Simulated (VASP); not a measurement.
# InSe (P-1) in VASP: single point with PBEsol

Aim: the single point of InSe with PBEsol.

Program: VASP 6.6.1. These are calculated values, not measurements. Logs are shortened: lines on timing, memory, paths and dates and some standing lists are left out, and cuts for length are marked.

**1. The cell of the first run**

The typed cell holds 8 atoms: a = 4.564 Å, b = 4.111 Å, c = 11.011 Å, α = 87.86°, β = 92.19°, γ = 90.00°.

**2. Single point, PBEsol (the part above a cut slid along it)**

File INCAR:

```
SYSTEM = InSe
PREC = Accurate ; ENCUT = 520
EDIFF = 1E-6 ; ISMEAR = 0
SIGMA = 0.05 ; LREAL = .FALSE.
LASPH = .TRUE. ; NELM = 80
ALGO = Normal ; ISIF = 2
LWAVE = .FALSE. ; LCHARG = .FALSE.
GGA = PS ; NBANDS = 48
```

File KPOINTS:

```
Automatic mesh
0
G
  6 7 3
  0 0 0
```

File POSCAR:

```
InSe
1.0
    1.6051187225      0.0000000000     -4.2720903381
    0.0000000000      4.1105485099      0.0000000000
   10.1447341905      0.4110548510      4.2615005583
In Se
4 4
Direct
    0.8567487310     -0.0385802658      0.3858026583
    0.3567487310      0.4114197342      0.8858026583
    0.1432512690     -0.0614197342      0.6141973417
    0.6432512690      0.4885802658      0.1141973417
    0.0172344494     -0.0154721220      0.1547212196
    0.5172344494      0.4345278780      0.6547212196
    0.9827655506     -0.0845278780      0.8452787804
    0.4827655506      0.4654721220      0.3452787804
```

Potentials or basis: VASP PAW PBE potentials, release 64 (In_d, Se).

The run is started by

```
$ cat potpaw_PBE.64/In_d/POTCAR potpaw_PBE.64/Se/POTCAR > POTCAR
$ mpirun -np 1 vasp_std > vasp.out
```

OUTCAR:

```text
SYSTEM = InSe
   PREC = Accurate
   ENCUT = 520
   EDIFF = 1E-6
   ISMEAR = 0
   LREAL = .FALSE.
   LASPH = .TRUE.
   NELM = 80
   ISIF = 2
   GGA = PS

 ion  position               nearest neighbor table
   1  0.857  0.961  0.386-   5 2.67   8 2.70   8 2.70   3 2.79   4 3.73   4 3.73
   2  0.357  0.411  0.886-   6 2.67   7 2.70   7 2.70   4 2.82   3 3.73   3 3.73
   3  0.143  0.939  0.614-   7 2.67   6 2.70   6 2.70   1 2.79   2 3.73   2 3.73
   4  0.643  0.489  0.114-   8 2.67   5 2.70   5 2.70   2 2.82   1 3.73   1 3.73
   5  0.017  0.985  0.155-   1 2.67   4 2.70   4 2.70
   6  0.517  0.435  0.655-   2 2.67   3 2.70   3 2.70
   7  0.983  0.915  0.845-   3 2.67   2 2.70   2 2.70
   8  0.483  0.465  0.345-   4 2.67   1 2.70   1 2.70

  LATTYP: Found a triclinic cell.
 ALAT       =     4.5636785568
 B/A-ratio  =     1.3458371207
 C/A-ratio  =     2.4127751131
 COS(alpha) =     0.0034356298
 COS(beta)  =     0.0382480489
 COS(gamma) =     0.7430319647

  Lattice vectors:

 A1 = (  -1.6051187225,   0.0000000000,   4.2720903381)
 A2 = (  -1.6051187225,  -4.1105485099,   4.2720903381)
 A3 = (  10.1447341905,   0.4110548510,   4.2615005583)

Analysis of symmetry for initial positions (statically):
=====================================================================
 Subroutine PRICEL returns:
 Original cell was already a primitive cell.

 Routine SETGRP: Setting up the symmetry group for a
 triclinic supercell.

 Subroutine GETGRP returns: Found  2 space group operations
 (whereof  1 operations were pure point group operations)
 out of a pool of  2 trial point group operations.

The static configuration has the point symmetry C_1 .
 The point group associated with its full space group is S_2 .

Analysis of symmetry for dynamics (positions and initial velocities):
=====================================================================
 Subroutine PRICEL returns:
 Original cell was already a primitive cell.

 Routine SETGRP: Setting up the symmetry group for a
 triclinic supercell.

 Subroutine GETGRP returns: Found  2 space group operations
 (whereof  1 operations were pure point group operations)
 out of a pool of  2 trial point group operations.

The dynamic configuration has the point symmetry C_1 .
 The point group associated with its full space group is S_2 .

 Subroutine INISYM returns: Found  2 space group operations
 (whereof  1 operations are pure point group operations),
 and found     1 'primitive' translations

----------------------------------------------------------------------------------------

                                     Primitive cell

  volume of cell :     206.2650

  direct lattice vectors                    reciprocal lattice vectors
     1.605118723  0.000000000 -4.272090338     0.084925240  0.000000000 -0.202169158
     0.000000000  4.110548510  0.000000000    -0.008513628  0.243276535 -0.003198758
    10.144734190  0.411054851  4.261500558     0.085136278  0.000000000  0.031987580

  length of vectors
     4.563678557  4.110548510 11.011130046     0.219282158  0.243446476  0.090947189

  position of ions in fractional coordinates (direct lattice)
     0.856748731  0.961419734  0.385802658
     0.356748731  0.411419734  0.885802658
     0.143251269  0.938580266  0.614197342
     0.643251269  0.488580266  0.114197342
     0.017234449  0.984527878  0.154721220
     0.517234449  0.434527878  0.654721220
     0.982765551  0.915472122  0.845278780
     0.482765551  0.465472122  0.345278780

  ion indices of the primitive-cell ions
   primitive index   ion index
                 1           1
                 2           2
                 3           3
                 4           4
                 5           5
                 6           6
                 7           7
                 8           8

----------------------------------------------------------------------------------------

 KPOINTS: Automatic mesh

Automatic generation of k-mesh.
 Grid dimensions read from file:
 generate k-points for:    6    7    3

 Generating k-lattice:

  Cartesian coordinates                     Fractional coordinates (reciprocal lattice)
     0.014154207  0.000000000 -0.033694860     0.166666667  0.000000000 -0.000000000
    -0.001216233  0.034753791 -0.000456965     0.000000000  0.142857143  0.000000000
     0.028378759  0.000000000  0.010662527     0.000000000  0.000000000  0.333333333

  Length of vectors
     0.036547026  0.034778068  0.030315730

  Shift w.r.t. Gamma in fractional coordinates (k-lattice)
     0.000000000  0.000000000  0.000000000

 Subroutine IBZKPT returns following result:
 ===========================================

 Found     64 irreducible k-points:

 Following reciprocal coordinates:
            Coordinates               Weight
  0.000000  0.000000  0.000000      1.000000
  0.166667  0.000000  0.000000      2.000000
  0.333333  0.000000  0.000000      2.000000
  0.500000  0.000000  0.000000      1.000000
  0.000000  0.142857 -0.000000      2.000000
  0.166667  0.142857  0.000000      2.000000
[... 16 lines left out ...]
  0.000000  0.000000  0.333333      2.000000
  0.166667  0.000000  0.333333      2.000000
 [... further k-points ...]
   k-points           NKPTS =     64   k-points in BZ     NKDIM =     64   number of bands    NBANDS=     48
   number of dos      NEDOS =    301   number of ions     NIONS =      8
   total plane-waves  NPLWV =  96768
   dimension x,y,z NGX =    36 NGY =   32 NGZ =   84
   dimension x,y,z NGXF=    72 NGYF=   64 NGZF=  168
   ions per type =               4   4
   NGX,Y,Z   is equivalent  to a cutoff of  13.11, 12.94, 12.68 a.u.
   NGXF,Y,Z  is equivalent  to a cutoff of  26.23, 25.88, 25.36 a.u.
 SYSTEM =  InSe
   PREC   = accura    normal or accurate (medium, high low for compatibility)
   ISTART =      0    job   : 0-new  1-cont  2-samecut
   ICHARG =      2    charge: 1-file 2-atom 10-const
   ISPIN  =      1    spin polarized calculation?
   LNONCOLLINEAR =      F non collinear calculations
   LSORBIT =      F    spin-orbit coupling
   LASPH  =      T    aspherical Exc in radial PAW
   ENCUT  =  520.0 eV  38.22 Ry    6.18 a.u.   8.49  7.64 20.47*2*pi/ulx,y,z
   NELM   =     80;   NELMIN=  2; NELMDL= -5     # of ELM steps
   EDIFF  = 0.1E-05   stopping-criterion for ELM
   LREAL  =      F    real-space projection
   EDIFFG = 0.1E-04   stopping-criterion for IOM
   NSW    =      0    number of steps for IOM
   IBRION =     -1    ionic relax: 0-MD 1-quasi-New 2-CG
   NFREE  =      0    steps in history (QN), initial steepest desc. (CG)
   ISIF   =      2    stress and relaxation
   ISYM   =      2    0-nonsym 1-usesym 2-fastsym
   POTIM  = 0.5000    time-step for ionic-motion
   TEBEG  =    0.0;   TEEND  =   0.0 temperature during run
   PSTRESS=    0.0 pullay stress
   NELECT =      76.0000    total number of electrons
   NUPDOWN=      -1.0000    fix difference up-down
   EMIN   =  10.00;   EMAX   =-10.00  energy-range for DOS
   EFERMI =   0.00;   METHOD = LEGACY
   ISMEAR =     0;   SIGMA  =   0.05  broadening in eV -4-tet -1-fermi 0-gaus
   EFERMI_NEDOS =   21; number of points for ismear=-14 and -15
   IALGO  =     38    algorithm
   IMIX   =      4    mixing-type and parameters
     AMIX     =   0.40;   BMIX     =  1.00
     AMIX_MAG =   1.60;   BMIX_MAG =  1.00
  volume/ion in A,a.u.               =      25.78       173.99
  Fermi-wavevector in a.u.,A,eV,Ry     =   1.173647  2.217871 18.741310  1.377447
  Thomas-Fermi vector in A             =   2.310057
   LORBIT       =      0    0 simple, 1 ext, 2 COOP (PROOUT), +10 PAW based schemes
   GGA     = PS    functional components
   LHFCALC =     F    Hartree Fock is set to
   AEXX    =    0.0000 exact exchange contribution
   IVDW    =     0    specifies the selected vdW correction
   LEPSILON=     F    determine dielectric tensor
   LRPA    =     F    only Hartree local field effects (RPA)
 non-spin polarized calculation
 Gauss-broadening in eV      SIGMA  =   0.05
  energy-cutoff  :      520.00
  volume of cell :      206.27
 maximum number of plane-waves:      5598
 NGX is ok and might be reduce to    36
   NGX = 17   NGY = 15   NGZ = 41

 number of electron      76.0000005 magnetization

 Free energy of the ion-electron system (eV)
  ---------------------------------------------------
  ext. energy  EPLUGINS =         0.00000000
  ---------------------------------------------------
  free energy    TOTEN  =       -31.06671479 eV

  energy without entropy =      -31.06671479  energy(sigma->0) =      -31.06671479

 E-fermi :   5.1649     XC(G=0):  -9.8237

 val. band max:        4.9536340938   @ k =   0.3333   0.0000   0.3333
 cond. band min:       5.7446128325   @ k =   0.0000   0.0000   0.3333
 fundamental gap:      0.7909787387
 Fermi energy:         5.1649139216

 k-point     1 :       0.0000    0.0000    0.0000
  band No.  band energies     occupation
      1      -9.6872      2.00000
      2      -9.6790      2.00000
      3      -9.5554      2.00000
      4      -9.4230      2.00000
      5      -9.4130      2.00000
      6      -9.3893      2.00000
[... 40 lines left out ...]
     47      10.1123      0.00000
     48      10.3573      0.00000

 k-point     2 :       0.1667    0.0000    0.0000
  band No.  band energies     occupation
      1      -9.6843      2.00000
      2      -9.6790      2.00000
      3      -9.5526      2.00000
      4      -9.4527      2.00000
      5      -9.4100      2.00000
      6      -9.3686      2.00000
[... 40 lines left out ...]
     47      10.1601      0.00000
     48      10.3698      0.00000

 k-point     3 :       0.3333    0.0000    0.0000
  band No.  band energies     occupation
      1      -9.6808      2.00000
      2      -9.6741      2.00000
      3      -9.5452      2.00000
      4      -9.4945      2.00000
      5      -9.4027      2.00000
      6      -9.3623      2.00000
[... 1060 lines left out ...]
     47      10.1189      0.00000
     48      10.5009      0.00000

 k-point    24 :       0.1667    0.0000    0.3333
  band No.  band energies     occupation
      1      -9.6861      2.00000
      2      -9.6736      2.00000
      3      -9.5301      2.00000
      4      -9.5102      2.00000
      5      -9.3915      2.00000
      6      -9.3675      2.00000
[... 40 lines left out ...]
     47      10.0375      0.00000
     48      10.2141      0.00000

 [... further k-points ...]
[... 5 lines left out ...]
  --------------------------------------------------------------------------------------
  -------------------------------------------------------------------------------------
  Total       -0.1620800      0.1108963      0.1629163     -0.8860077      0.2010308     -0.0043002
  in kB       -1.2589675      0.8613945      1.2654634     -6.8821249      1.5615207     -0.0334021
  external PRESSURE =       0.2892968 kB  Pullay stress =       0.0000000 kB

 VOLUME and BASIS-vectors are now :
 -----------------------------------------------------------------------------
  energy-cutoff  :      520.00
  volume of cell :      206.27
      direct lattice vectors                 reciprocal lattice vectors
     1.605118723  0.000000000 -4.272090338     0.084925240  0.000000000 -0.202169158
     0.000000000  4.110548510  0.000000000    -0.008513628  0.243276535 -0.003198758
    10.144734190  0.411054851  4.261500558     0.085136278  0.000000000  0.031987580

 POSITION                                       TOTAL-FORCE (eV/Angst)
 -----------------------------------------------------------------------------------
      5.28905      4.11055     -2.01601         0.017524     -0.000893     -0.001599
      9.55886      2.05527      2.25079         0.150374      0.033245     -0.004560
      6.46080      4.11055      2.00542        -0.017524      0.000893      0.001599
      2.19100      2.05527     -2.26138        -0.150374     -0.033245      0.004560
      1.59727      4.11055      0.58572         0.012102     -0.140858     -0.032551
      7.47220      2.05527      0.58042        -0.011165      0.016220     -0.026409
     10.15258      4.11055     -0.59631        -0.012102      0.140858      0.032551
      4.27766      2.05527     -0.59101         0.011165     -0.016220      0.026409
 -----------------------------------------------------------------------------------
    total drift:                                0.000031      0.000007     -0.000022

  FREE ENERGIE OF THE ION-ELECTRON SYSTEM (eV)
  ---------------------------------------------------
  free  energy   TOTEN  =       -31.0667147939 eV

  energy  without entropy=      -31.0667147939  energy(sigma->0) =      -31.06671479
```

Wall time 17 min (1 thread of Intel Xeon 8259CL, shared host); peak memory 0.61 GiB.

What came out:

```yaml
Free_energy: -31.0667 eV
Pressure: 0.0 GPa
Largest_force: 0.154 eV/Å
Band_gap_on_the_k_mesh: 0.79 eV (least direct gap 1.14 eV)
```

Forces on the atoms (eV/Å):
```
In   0.018 -0.001 -0.002
In   0.150  0.033 -0.005
In  -0.018  0.001  0.002
In  -0.150 -0.033  0.005
Se   0.012 -0.141 -0.033
Se  -0.011  0.016 -0.026
Se  -0.012  0.141  0.033
Se   0.011 -0.016  0.026
```

Caveat: the cell differs from its parent crystal (the part above a cut slid along it); the PAW data sets were made with another functional, which shifts forces and pressure a little; spin-orbit coupling is left out, which moves the levels of the heavy elements. A k mesh can miss the band edges.
